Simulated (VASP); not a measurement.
# SiNi (P2_13) in VASP: relaxation of the atoms with PBE

Aim: the relaxation of the atoms of SiNi with PBE.

Everything below comes from runs of VASP 6.6.1. Logs are shortened: lines on timing, memory, paths and dates and some standing lists are left out, and cuts for length are marked.

### 1 The cell of the first run

Symmetry: P2_13, No. 198, cubic system. The conventional cell has a = 4.379 Å, b = 4.379 Å, c = 4.379 Å, α = 90.00°, β = 90.00°, γ = 90.00°. Si (site symmetry 3) has 7 Ni at 2.30 to 2.37 Å and 6 Si at 2.70 Å within 3.0 Å. Within 3.0 Å of Ni (site symmetry 3) lie 7 Si at 2.30 to 2.37 Å and 6 Ni at 2.70 Å.

### 2 Relaxation of the atoms, PBE (volume scaled by 0.91)

INCAR

```
PREC = Accurate ; ENCUT = 520
EDIFF = 1E-7 ; ISMEAR = 0
SIGMA = 0.1 ; LREAL = False
LASPH = True ; NELM = 100
ALGO = Normal ; ISIF = 2
LWAVE = False ; LCHARG = False
GGA = PE ; IBRION = 2
NSW = 50 ; EDIFFG = -0.01
```

KPOINTS

```
Automatic mesh
0
Gamma
  8 8 8
```

POSCAR

```
SiNi
1.0
    4.3787670528      0.0000000000      0.0000000000
    0.0000000000      4.3787670528      0.0000000000
    0.0000000000      0.0000000000      4.3787670528
Si Ni
4 4
Direct
    0.8468046432      0.8468046432      0.8468046432
    0.6531953568      0.1531953568      0.3468046432
    0.3468046432      0.6531953568      0.1531953568
    0.1531953568      0.3468046432      0.6531953568
    0.1497983019      0.1497983019      0.1497983019
    0.3502016981      0.8502016981      0.6497983019
    0.6497983019      0.3502016981      0.8502016981
    0.8502016981      0.6497983019      0.3502016981
```

Potentials or basis: VASP PAW PBE potentials, release 64 (Si, Ni).

The run is started by

```bash
> cat potpaw_PBE.64/Si/POTCAR potpaw_PBE.64/Ni/POTCAR > POTCAR
> mpirun -np 1 vasp_std > vasp.out
```

OUTCAR:

```text
PREC = Accurate
   ENCUT = 520
   EDIFF = 1E-7
   ISMEAR = 0
   LREAL = False
   LASPH = True
   NELM = 100
   ISIF = 2
   GGA = PE
   IBRION = 2
   NSW = 50
   EDIFFG = -0.01

 ion  position               nearest neighbor table
   1  0.847  0.847  0.847-   5 2.30   6 2.34   7 2.34   8 2.34   8 2.37   7 2.37   6 2.37   3 2.70
                             4 2.70   2 2.70   2 2.70   4 2.70   3 2.70
   2  0.653  0.153  0.347-   6 2.30   5 2.34   7 2.34   8 2.34   7 2.37   8 2.37   5 2.37   1 2.70
                             1 2.70   3 2.70   3 2.70   4 2.70   4 2.70
   3  0.347  0.653  0.153-   7 2.30   6 2.34   5 2.34   8 2.34   6 2.37   8 2.37   5 2.37   1 2.70
                             4 2.70   2 2.70   2 2.70   4 2.70   1 2.70
   4  0.153  0.347  0.653-   8 2.30   6 2.34   7 2.34   5 2.34   5 2.37   6 2.37   7 2.37   1 2.70
                             3 2.70   2 2.70   1 2.70   2 2.70   3 2.70
   5  0.150  0.150  0.150-   1 2.30   2 2.34   3 2.34   4 2.34   4 2.37   3 2.37   2 2.37   6 2.70
                             7 2.70   8 2.70   6 2.70   8 2.70   7 2.70
   6  0.350  0.850  0.650-   2 2.30   1 2.34   3 2.34   4 2.34   3 2.37   4 2.37   1 2.37   8 2.70
                             5 2.70   5 2.70   7 2.70   7 2.70   8 2.70
   7  0.650  0.350  0.850-   3 2.30   2 2.34   1 2.34   4 2.34   2 2.37   4 2.37   1 2.37   8 2.70
                             5 2.70   8 2.70   6 2.70   6 2.70   5 2.70
   8  0.850  0.650  0.350-   4 2.30   2 2.34   3 2.34   1 2.34   1 2.37   2 2.37   3 2.37   7 2.70
                             5 2.70   7 2.70   5 2.70   6 2.70   6 2.70

  LATTYP: Found a simple cubic cell.
 ALAT       =     4.3787670528

  Lattice vectors:

 A1 = (   4.3787670528,   0.0000000000,   0.0000000000)
 A2 = (   0.0000000000,   4.3787670528,   0.0000000000)
 A3 = (   0.0000000000,   0.0000000000,   4.3787670528)

Analysis of symmetry for initial positions (statically):
=====================================================================
 Subroutine PRICEL returns:
 Original cell was already a primitive cell.

 Routine SETGRP: Setting up the symmetry group for a
 simple cubic supercell.

 Subroutine GETGRP returns: Found 12 space group operations
 (whereof  3 operations were pure point group operations)
 out of a pool of 48 trial point group operations.

The static configuration has the point symmetry C_3 .
 The point group associated with its full space group is T   .

Analysis of symmetry for dynamics (positions and initial velocities):
=====================================================================
 Subroutine PRICEL returns:
 Original cell was already a primitive cell.

 Routine SETGRP: Setting up the symmetry group for a
 simple cubic supercell.

 Subroutine GETGRP returns: Found 12 space group operations
 (whereof  3 operations were pure point group operations)
 out of a pool of 48 trial point group operations.

The dynamic configuration has the point symmetry C_3 .
 The point group associated with its full space group is T   .

 Subroutine INISYM returns: Found 12 space group operations
 (whereof  3 operations are pure point group operations),
 and found     1 'primitive' translations

----------------------------------------------------------------------------------------

                                     Primitive cell

  volume of cell :      83.9567

  direct lattice vectors                    reciprocal lattice vectors
     4.378767053  0.000000000  0.000000000     0.228374789  0.000000000  0.000000000
     0.000000000  4.378767053  0.000000000     0.000000000  0.228374789  0.000000000
     0.000000000  0.000000000  4.378767053     0.000000000  0.000000000  0.228374789

  length of vectors
     4.378767053  4.378767053  4.378767053     0.228374789  0.228374789  0.228374789

  position of ions in fractional coordinates (direct lattice)
     0.846804643  0.846804643  0.846804643
     0.653195357  0.153195357  0.346804643
     0.346804643  0.653195357  0.153195357
     0.153195357  0.346804643  0.653195357
     0.149798302  0.149798302  0.149798302
     0.350201698  0.850201698  0.649798302
     0.649798302  0.350201698  0.850201698
     0.850201698  0.649798302  0.350201698

  ion indices of the primitive-cell ions
   primitive index   ion index
                 1           1
                 2           2
                 3           3
                 4           4
                 5           5
                 6           6
                 7           7
                 8           8

----------------------------------------------------------------------------------------

 KPOINTS: Automatic mesh

Automatic generation of k-mesh.
 Grid dimensions read from file:
 generate k-points for:    8    8    8

 Generating k-lattice:

  Cartesian coordinates                     Fractional coordinates (reciprocal lattice)
     0.028546849  0.000000000  0.000000000     0.125000000  0.000000000  0.000000000
     0.000000000  0.028546849  0.000000000     0.000000000  0.125000000  0.000000000
     0.000000000  0.000000000  0.028546849     0.000000000  0.000000000  0.125000000

  Length of vectors
     0.028546849  0.028546849  0.028546849

  Shift w.r.t. Gamma in fractional coordinates (k-lattice)
     0.000000000  0.000000000  0.000000000

 Subroutine IBZKPT returns following result:
 ===========================================

 Found     45 irreducible k-points:

 Following reciprocal coordinates:
            Coordinates               Weight
  0.000000  0.000000  0.000000      1.000000
  0.125000  0.000000  0.000000      6.000000
  0.250000  0.000000  0.000000      6.000000
  0.375000  0.000000  0.000000      6.000000
  0.500000  0.000000  0.000000      3.000000
  0.125000  0.125000  0.000000     12.000000
[... 16 lines left out ...]
  0.250000  0.125000  0.125000     24.000000
  0.375000  0.125000  0.125000     24.000000
 [... further k-points ...]
   k-points           NKPTS =     45   k-points in BZ     NKDIM =     45   number of bands    NBANDS=     33
   number of dos      NEDOS =    301   number of ions     NIONS =      8
   total plane-waves  NPLWV =  46656
   dimension x,y,z NGX =    36 NGY =   36 NGZ =   36
   dimension x,y,z NGXF=    72 NGYF=   72 NGZF=   72
   ions per type =               4   4
   NGX,Y,Z   is equivalent  to a cutoff of  13.67, 13.67, 13.67 a.u.
   NGXF,Y,Z  is equivalent  to a cutoff of  27.34, 27.34, 27.34 a.u.
 SYSTEM =  unknown system
   PREC   = accura    normal or accurate (medium, high low for compatibility)
   ISTART =      0    job   : 0-new  1-cont  2-samecut
   ICHARG =      2    charge: 1-file 2-atom 10-const
   ISPIN  =      1    spin polarized calculation?
   LNONCOLLINEAR =      F non collinear calculations
   LSORBIT =      F    spin-orbit coupling
   LASPH  =      T    aspherical Exc in radial PAW
   ENCUT  =  520.0 eV  38.22 Ry    6.18 a.u.   8.14  8.14  8.14*2*pi/ulx,y,z
   NELM   =    100;   NELMIN=  2; NELMDL= -5     # of ELM steps
   EDIFF  = 0.1E-06   stopping-criterion for ELM
   LREAL  =      F    real-space projection
   EDIFFG = -.1E-01   stopping-criterion for IOM
   NSW    =     50    number of steps for IOM
   IBRION =      2    ionic relax: 0-MD 1-quasi-New 2-CG
   NFREE  =      1    steps in history (QN), initial steepest desc. (CG)
   ISIF   =      2    stress and relaxation
   ISYM   =      2    0-nonsym 1-usesym 2-fastsym
   POTIM  = 0.5000    time-step for ionic-motion
   TEBEG  =    0.0;   TEEND  =   0.0 temperature during run
   PSTRESS=    0.0 pullay stress
   NELECT =      56.0000    total number of electrons
   NUPDOWN=      -1.0000    fix difference up-down
   EMIN   =  10.00;   EMAX   =-10.00  energy-range for DOS
   EFERMI =   0.00;   METHOD = LEGACY
   ISMEAR =     0;   SIGMA  =   0.10  broadening in eV -4-tet -1-fermi 0-gaus
   EFERMI_NEDOS =   21; number of points for ismear=-14 and -15
   IALGO  =     38    algorithm
   IMIX   =      4    mixing-type and parameters
     AMIX     =   0.40;   BMIX     =  1.00
     AMIX_MAG =   1.60;   BMIX_MAG =  1.00
  volume/ion in A,a.u.               =      10.49        70.82
  Fermi-wavevector in a.u.,A,eV,Ry     =   1.430383  2.703032 27.837458  2.045995
  Thomas-Fermi vector in A             =   2.550234
   LORBIT       =      0    0 simple, 1 ext, 2 COOP (PROOUT), +10 PAW based schemes
   GGA     = PE    functional components
   LHFCALC =     F    Hartree Fock is set to
   AEXX    =    0.0000 exact exchange contribution
   IVDW    =     0    specifies the selected vdW correction
   LEPSILON=     F    determine dielectric tensor
   LRPA    =     F    only Hartree local field effects (RPA)
 conjugate gradient relaxation of ions
 non-spin polarized calculation
 Gauss-broadening in eV      SIGMA  =   0.10
  energy-cutoff  :      520.00
  volume of cell :       83.96
 maximum number of plane-waves:      2301
 NGX is ok and might be reduce to    36
   NGX = 17   NGY = 17   NGZ = 17

--------------------------------------- Ionic step        1  -------------------------------------------

 number of electron      56.0000004 magnetization

 Free energy of the ion-electron system (eV)
  ---------------------------------------------------
  ext. energy  EPLUGINS =         0.00000000
  ---------------------------------------------------
  free energy    TOTEN  =       -46.33318135 eV

  energy without entropy =      -46.32238204  energy(sigma->0) =      -46.32778169

------------------------ aborting loop because EDIFF is reached ----------------------------------------

  FORCE on cell =-STRESS in cart. coord.  units (eV):
  Direction    XX          YY          ZZ          XY          YZ          ZX
  --------------------------------------------------------------------------------------
  -------------------------------------------------------------------------------------
  Total       11.1506212     11.1506212     11.1506212      0.0000000      0.0000000      0.0000000
  in kB      212.7914242    212.7914242    212.7914242      0.0000000      0.0000000      0.0000000
  external PRESSURE =     212.7914242 kB  Pullay stress =       0.0000000 kB
[... 69 lines left out ...]
  energy  without entropy=      -46.3225193047  energy(sigma->0) =      -46.32791582

--------------------------------------- Ionic step        3  -------------------------------------------

 number of electron      56.0000006 magnetization

 Free energy of the ion-electron system (eV)
  ---------------------------------------------------
  ext. energy  EPLUGINS =         0.00000000
  ---------------------------------------------------
  free energy    TOTEN  =       -46.33334844 eV

  energy without entropy =      -46.32256079  energy(sigma->0) =      -46.32795462

 E-fermi :  13.3786     XC(G=0): -12.9929

 val. band max:       13.3516053906   @ k =  -0.1250   0.3750   0.0000
 cond. band min:      13.4081680572   @ k =   0.2500   0.2500   0.0000
 fundamental gap:      0.0565626667
 Fermi energy:        13.3786221797

 k-point     1 :       0.0000    0.0000    0.0000
  band No.  band energies     occupation
      1      -1.7161      2.00000
      2       3.9973      2.00000
      3       3.9973      2.00000
      4       3.9973      2.00000
      5       6.5065      2.00000
      6       6.5065      2.00000
[... 853 lines left out ...]
     32      15.1390      0.00000
     33      15.6704      0.00000

 [... further k-points ...]

------------------------ aborting loop because EDIFF is reached ----------------------------------------

  FORCE on cell =-STRESS in cart. coord.  units (eV):
  Direction    XX          YY          ZZ          XY          YZ          ZX
  --------------------------------------------------------------------------------------
  -------------------------------------------------------------------------------------
  Total       11.1390487     11.1390487     11.1390487      0.0000000      0.0000000      0.0000000
  in kB      212.5705805    212.5705805    212.5705805      0.0000000      0.0000000      0.0000000
  external PRESSURE =     212.5705805 kB  Pullay stress =       0.0000000 kB
[... 23 lines left out ...]
  FREE ENERGIE OF THE ION-ELECTRON SYSTEM (eV)
  ---------------------------------------------------
  free  energy   TOTEN  =       -46.3333484448 eV

  energy  without entropy=      -46.3225607858  energy(sigma->0) =      -46.32795462

 reached required accuracy - stopping structural energy minimisation
```

It took 3.2 min on 1 thread of Intel Xeon Platinum 8488C (Sapphire Rapids), shared host; peak memory 0.26 GiB.

What came out:

```yaml
Free_energy: -46.3333 eV
Energy_gained_by_relaxing: 0.0 meV/atom
Ionic_steps: 3
Pressure_after_relaxing: 21.3 GPa
Largest_force_after_relaxing: 0.006 eV/Å
Band_gap_on_the_k_mesh: zero (band 28 reaches 14.53 eV, above the bottom of band 29 at 13.20 eV)
```

Forces in eV/Å, atoms in the order of the input:
```
Si  -0.003 -0.003 -0.003
Si   0.003  0.003 -0.003
Si  -0.003  0.003  0.003
Si   0.003 -0.003  0.003
Ni   0.003  0.003  0.003
Ni  -0.003 -0.003  0.003
Ni   0.003 -0.003 -0.003
Ni  -0.003  0.003 -0.003
```

The path:
| step | energy change (eV) | largest force (eV/Å) | pressure (GPa) |
| --- | --- | --- | --- |
| 1 | 0.0000 | 0.0233 | 21.28 |
| 2 | -0.0001 | 0.0123 | 21.27 |
| 3 | -0.0002 | 0.0058 | 21.26 |

Final structure:
```yaml
crystal:
  lattice:
    - [4.37877, 0.00000, 0.00000]
    - [0.00000, 4.37877, 0.00000]
    - [0.00000, 0.00000, 4.37877]
  atoms:
    - { symbol: Si, position: [0.84708, 0.84708, 0.84708] }
    - { symbol: Si, position: [0.65292, 0.15292, 0.34708] }
    - { symbol: Si, position: [0.34708, 0.65292, 0.15292] }
    - { symbol: Si, position: [0.15292, 0.34708, 0.65292] }
    - { symbol: Ni, position: [0.15003, 0.15003, 0.15003] }
    - { symbol: Ni, position: [0.34997, 0.84997, 0.65003] }
    - { symbol: Ni, position: [0.65003, 0.34997, 0.84997] }
    - { symbol: Ni, position: [0.84997, 0.65003, 0.34997] }
```

Levels at points of the mesh, in eV from the Fermi level:
```
           k point  band 25  band 26  band 27  band 28  band 29  band 30  band 31  band 32
(0.00, 0.00, 0.00)    -1.84    -1.84    -1.84     1.15     1.15     1.15     1.39     1.39
(0.50, 0.00, 0.00)    -2.26    -2.26    -0.74    -0.74    -0.18    -0.18     2.89     2.89
(0.50, 0.50, 0.00)    -1.76    -1.76    -1.11    -1.11     0.42     0.42     0.92     0.92
(0.50, 0.50, 0.50)    -2.03    -2.03    -2.03    -2.03     4.57     4.57     4.57     4.57
```
